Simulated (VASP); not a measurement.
# Tc (P6_3/mmc) in VASP: further runs

Tc is run at these levels: PBEsol; tasks: single point.

Everything below comes from runs of VASP 6.6.1. Logs are shortened: lines on timing, memory, paths and dates and some standing lists are left out, and cuts for length are marked.

### Step 1. The cell of the first run

It takes space group P6_3/mmc (No. 194, hexagonal). Conventional cell: a = 2.652 Å, b = 2.652 Å, c = 4.254 Å, α = 90.00°, β = 90.00°, γ = 120.00°. Within 3.5 Å of Tc (site symmetry -6m2) lie 12 Tc at 2.62 to 2.65 Å.

### Step 2. Single point, PBEsol

INCAR reads:

```
PREC = Accurate
ENCUT = 520
EDIFF = 1E-6
ISMEAR = -1
SIGMA = 0.05
LREAL = False
LASPH = True
NELM = 60
ALGO = Normal
ISIF = 2
LWAVE = False
LCHARG = True
GGA = PS
LELF = True
LVHAR = True
NBANDS = 20
```

KPOINTS reads:

```
Automatic mesh
0
Gamma
  11 11 6
```

POSCAR reads:

```
Tc
1.0
    2.6520724124      0.0000000000      0.0000000000
   -1.3260362062      2.2967620818      0.0000000000
    0.0000000000      0.0000000000      4.2541353213
Tc
2
Direct
    0.6666666667      0.3333333333      0.7500000000
    0.3333333333      0.6666666667      0.2500000000
```

Potentials or basis: VASP PAW PBE potentials, release 64 (Tc_pv).

On the command line:

```sh
cat potpaw_PBE.64/Tc_pv/POTCAR > POTCAR
mpirun -np 1 vasp_std > vasp.out
```

OUTCAR:

```text
PREC = Accurate
   ENCUT = 520
   EDIFF = 1E-6
   ISMEAR = -1
   LREAL = False
   LASPH = True
   NELM = 60
   ISIF = 2
   GGA = PS

 ion  position               nearest neighbor table
   1  0.667  0.333  0.750-   2 2.62   2 2.62   2 2.62   2 2.62   2 2.62   2 2.62
   2  0.333  0.667  0.250-   1 2.62   1 2.62   1 2.62   1 2.62   1 2.62   1 2.62

  LATTYP: Found a hexagonal cell.
 ALAT       =     2.6520724124
 C/A-ratio  =     1.6040796252

  Lattice vectors:

 A1 = (   2.6520724124,   0.0000000000,   0.0000000000)
 A2 = (  -1.3260362062,   2.2967620818,   0.0000000000)
 A3 = (   0.0000000000,   0.0000000000,   4.2541353213)

Analysis of symmetry for initial positions (statically):
=====================================================================
 Subroutine PRICEL returns:
 Original cell was already a primitive cell.

 Routine SETGRP: Setting up the symmetry group for a
 hexagonal supercell.

 Subroutine GETGRP returns: Found 24 space group operations
 (whereof 12 operations were pure point group operations)
 out of a pool of 24 trial point group operations.

The static configuration has the point symmetry D_3d.
 The point group associated with its full space group is D_6h.

Analysis of symmetry for dynamics (positions and initial velocities):
=====================================================================
 Subroutine PRICEL returns:
 Original cell was already a primitive cell.

 Routine SETGRP: Setting up the symmetry group for a
 hexagonal supercell.

 Subroutine GETGRP returns: Found 24 space group operations
 (whereof 12 operations were pure point group operations)
 out of a pool of 24 trial point group operations.

The dynamic configuration has the point symmetry D_3d.
 The point group associated with its full space group is D_6h.

 Subroutine INISYM returns: Found 24 space group operations
 (whereof 12 operations are pure point group operations),
 and found     1 'primitive' translations

----------------------------------------------------------------------------------------

                                     Primitive cell

  volume of cell :      25.9127

  direct lattice vectors                    reciprocal lattice vectors
     2.652072412  0.000000000  0.000000000     0.377063611  0.217697777  0.000000000
    -1.326036206  2.296762082  0.000000000     0.000000000  0.435395554  0.000000000
     0.000000000  0.000000000  4.254135321     0.000000000  0.000000000  0.235065395

  length of vectors
     2.652072412  2.652072412  4.254135321     0.435395554  0.435395554  0.235065395

  position of ions in fractional coordinates (direct lattice)
     0.666666667  0.333333333  0.750000000
     0.333333333  0.666666667  0.250000000

  ion indices of the primitive-cell ions
   primitive index   ion index
                 1           1
                 2           2

----------------------------------------------------------------------------------------

 KPOINTS: Automatic mesh

Automatic generation of k-mesh.
 Grid dimensions read from file:
 generate k-points for:   11   11    6

 Generating k-lattice:

  Cartesian coordinates                     Fractional coordinates (reciprocal lattice)
     0.034278510  0.019790707  0.000000000     0.090909091  0.000000000  0.000000000
     0.000000000  0.039581414  0.000000000     0.000000000  0.090909091  0.000000000
     0.000000000  0.000000000  0.039177566     0.000000000  0.000000000  0.166666667

  Length of vectors
     0.039581414  0.039581414  0.039177566

  Shift w.r.t. Gamma in fractional coordinates (k-lattice)
     0.000000000  0.000000000  0.000000000

 Subroutine IBZKPT returns following result:
 ===========================================

 Found     64 irreducible k-points:

 Following reciprocal coordinates:
            Coordinates               Weight
  0.000000  0.000000  0.000000      1.000000
  0.090909  0.000000  0.000000      6.000000
  0.181818  0.000000  0.000000      6.000000
  0.272727 -0.000000  0.000000      6.000000
  0.363636 -0.000000  0.000000      6.000000
  0.454545  0.000000  0.000000      6.000000
[... 16 lines left out ...]
  0.090909  0.090909  0.166667     12.000000
  0.181818  0.090909  0.166667     24.000000
 [... further k-points ...]
   k-points           NKPTS =     64   k-points in BZ     NKDIM =     64   number of bands    NBANDS=     20
   number of dos      NEDOS =    301   number of ions     NIONS =      2
   total plane-waves  NPLWV =  12800
   dimension x,y,z NGX =    20 NGY =   20 NGZ =   32
   dimension x,y,z NGXF=    40 NGYF=   40 NGZF=   64
   ions per type =               2
   NGX,Y,Z   is equivalent  to a cutoff of  12.54, 12.54, 12.51 a.u.
   NGXF,Y,Z  is equivalent  to a cutoff of  25.07, 25.07, 25.01 a.u.
 SYSTEM =  unknown system
   PREC   = accura    normal or accurate (medium, high low for compatibility)
   ISTART =      0    job   : 0-new  1-cont  2-samecut
   ICHARG =      2    charge: 1-file 2-atom 10-const
   ISPIN  =      1    spin polarized calculation?
   LNONCOLLINEAR =      F non collinear calculations
   LSORBIT =      F    spin-orbit coupling
   LASPH  =      T    aspherical Exc in radial PAW
   ENCUT  =  520.0 eV  38.22 Ry    6.18 a.u.   4.93  4.93  7.91*2*pi/ulx,y,z
   NELM   =     60;   NELMIN=  2; NELMDL= -5     # of ELM steps
   EDIFF  = 0.1E-05   stopping-criterion for ELM
   LREAL  =      F    real-space projection
   EDIFFG = 0.1E-04   stopping-criterion for IOM
   NSW    =      0    number of steps for IOM
   IBRION =     -1    ionic relax: 0-MD 1-quasi-New 2-CG
   NFREE  =      0    steps in history (QN), initial steepest desc. (CG)
   ISIF   =      2    stress and relaxation
   ISYM   =      2    0-nonsym 1-usesym 2-fastsym
   POTIM  = 0.5000    time-step for ionic-motion
   TEBEG  =    0.0;   TEEND  =   0.0 temperature during run
   PSTRESS=    0.0 pullay stress
   NELECT =      26.0000    total number of electrons
   NUPDOWN=      -1.0000    fix difference up-down
   EMIN   =  10.00;   EMAX   =-10.00  energy-range for DOS
   EFERMI =   0.00;   METHOD = LEGACY
   ISMEAR =    -1;   SIGMA  =   0.05  broadening in eV -4-tet -1-fermi 0-gaus
   EFERMI_NEDOS =   21; number of points for ismear=-14 and -15
   IALGO  =     38    algorithm
   IMIX   =      4    mixing-type and parameters
     AMIX     =   0.40;   BMIX     =  1.00
     AMIX_MAG =   1.60;   BMIX_MAG =  1.00
  volume/ion in A,a.u.               =      12.96        87.43
  Fermi-wavevector in a.u.,A,eV,Ry     =   1.638935  3.097138 36.546715  2.686108
  Thomas-Fermi vector in A             =   2.729825
   LORBIT       =      0    0 simple, 1 ext, 2 COOP (PROOUT), +10 PAW based schemes
   GGA     = PS    functional components
   LHFCALC =     F    Hartree Fock is set to
   AEXX    =    0.0000 exact exchange contribution
   IVDW    =     0    specifies the selected vdW correction
   LEPSILON=     F    determine dielectric tensor
   LRPA    =     F    only Hartree local field effects (RPA)
 non-spin polarized calculation
  energy-cutoff  :      520.00
  volume of cell :       25.91
 maximum number of plane-waves:       714
 NGX is ok and might be reduce to    20
   NGX =  9   NGY =  9   NGZ = 15

 number of electron      26.0000000 magnetization

 Free energy of the ion-electron system (eV)
  ---------------------------------------------------
  ext. energy  EPLUGINS =         0.00000000
  ---------------------------------------------------
  free energy    TOTEN  =       -22.36584945 eV

  energy without entropy =      -22.35004129  energy(sigma->0) =      -22.35794537

 E-fermi :  14.2794     XC(G=0): -14.5340

 val. band max:       14.2543995095   @ k =   0.3636   0.0909   0.1667
 cond. band min:      14.3102684975   @ k =   0.1818   0.0909   0.3333
 fundamental gap:      0.0558689880
 Fermi energy:        14.2794279797

 k-point     1 :       0.0000    0.0000    0.0000
  band No.  band energies     occupation
      1     -25.4153      2.00000
      2     -23.8846      2.00000
      3     -23.8846      2.00000
      4     -23.6328      2.00000
      5     -23.6328      2.00000
      6     -23.5787      2.00000
[... 12 lines left out ...]
     19      26.6996      0.00000
     20      28.6007      0.00000

 k-point     2 :       0.0909    0.0000    0.0000
  band No.  band energies     occupation
      1     -25.3694      2.00000
      2     -23.9911      2.00000
      3     -23.9190      2.00000
      4     -23.7426      2.00000
      5     -23.6470      2.00000
      6     -23.5981      2.00000
[... 12 lines left out ...]
     19      26.6775      0.00000
     20      29.3322      0.00000

 k-point     3 :       0.1818    0.0000    0.0000
  band No.  band energies     occupation
      1     -25.2388      2.00000
      2     -24.2754      2.00000
      3     -24.0271      2.00000
      4     -24.0070      2.00000
      5     -23.6880      2.00000
      6     -23.6570      2.00000
[... 12 lines left out ...]
     19      26.4620      0.00000
     20      30.8874      0.00000

 k-point     4 :       0.2727   -0.0000    0.0000
  band No.  band energies     occupation
      1     -25.0452      2.00000
      2     -24.6436      2.00000
      3     -24.3799      2.00000
      4     -24.1162      2.00000
      5     -23.7562      2.00000
      6     -23.7459      2.00000
[... 12 lines left out ...]
     19      26.0408      0.00000
     20      29.7846      0.00000

 k-point     5 :       0.3636   -0.0000    0.0000
  band No.  band energies     occupation
      1     -24.9766      2.00000
      2     -24.8260      2.00000
      3     -24.6878      2.00000
      4     -24.2121      2.00000
      5     -23.8879      2.00000
      6     -23.8016      2.00000
[... 12 lines left out ...]
     19      26.2893      0.00000
     20      27.1482      0.00000
[... 353 lines left out ...]
      6     -23.8299      2.00000
[... 12 lines left out ...]
     19      27.0058      0.00000
     20      28.3830      0.00000

 k-point    22 :       0.4545    0.0000    0.1667
  band No.  band energies     occupation
      1     -25.2439      2.00000
      2     -24.9589      2.00000
      3     -24.5080      2.00000
      4     -24.2395      2.00000
      5     -23.9764      2.00000
      6     -23.8653      2.00000
[... 12 lines left out ...]
     19      26.6255      0.00000
     20      27.8128      0.00000

 k-point    23 :       0.0909    0.0909    0.1667
  band No.  band energies     occupation
      1     -25.1921      2.00000
      2     -24.1320      2.00000
      3     -24.0677      2.00000
      4     -23.9258      2.00000
      5     -23.7119      2.00000
      6     -23.6826      2.00000
[... 12 lines left out ...]
     19      27.7563      0.00000
     20      29.9448      0.00000

 k-point    24 :       0.1818    0.0909    0.1667
  band No.  band energies     occupation
      1     -25.0769      2.00000
      2     -24.4209      2.00000
      3     -24.3403      2.00000
      4     -24.0502      2.00000
      5     -23.7910      2.00000
      6     -23.7353      2.00000
[... 12 lines left out ...]
     19      27.5819      0.00000
     20      30.9404      0.00000

 [... further k-points ...]
[... 5 lines left out ...]
  --------------------------------------------------------------------------------------
  -------------------------------------------------------------------------------------
  Total        4.7281105      4.7281105      4.7286533     -0.0000000      0.0000000      0.0000000
  in kB      292.3381595    292.3381595    292.3717218     -0.0000000      0.0000000      0.0000000
  external PRESSURE =     292.3493469 kB  Pullay stress =       0.0000000 kB

 VOLUME and BASIS-vectors are now :
 -----------------------------------------------------------------------------
  energy-cutoff  :      520.00
  volume of cell :       25.91
      direct lattice vectors                 reciprocal lattice vectors
     2.652072412  0.000000000  0.000000000     0.377063611  0.217697777  0.000000000
    -1.326036206  2.296762082  0.000000000     0.000000000  0.435395554  0.000000000
     0.000000000  0.000000000  4.254135321     0.000000000  0.000000000  0.235065395

 POSITION                                       TOTAL-FORCE (eV/Angst)
 -----------------------------------------------------------------------------------
      1.32604      0.76559      3.19060         0.000000     -0.000000      0.000000
     -0.00000      1.53117      1.06353        -0.000000      0.000000      0.000000
 -----------------------------------------------------------------------------------
    total drift:                               -0.000000      0.000000     -0.000000

  FREE ENERGIE OF THE ION-ELECTRON SYSTEM (eV)
  ---------------------------------------------------
  free  energy   TOTEN  =       -22.3658494493 eV

  energy  without entropy=      -22.3500412913  energy(sigma->0) =      -22.35794537
```

Wall time 20 s (1 thread of Intel Xeon 6975P-C, shared host); peak memory 0.15 GiB.

Results:

```
Free energy            : -22.3658 eV
Pressure               : 29.2 GPa
Band gap on the k mesh : zero (band 13 reaches 15.92 eV, above the bottom of band 14 at 12.31 eV)
```

Caveat: the PAW data sets were made with another functional, which shifts forces and pressure a little.

(Continued in part 2 of 2.)
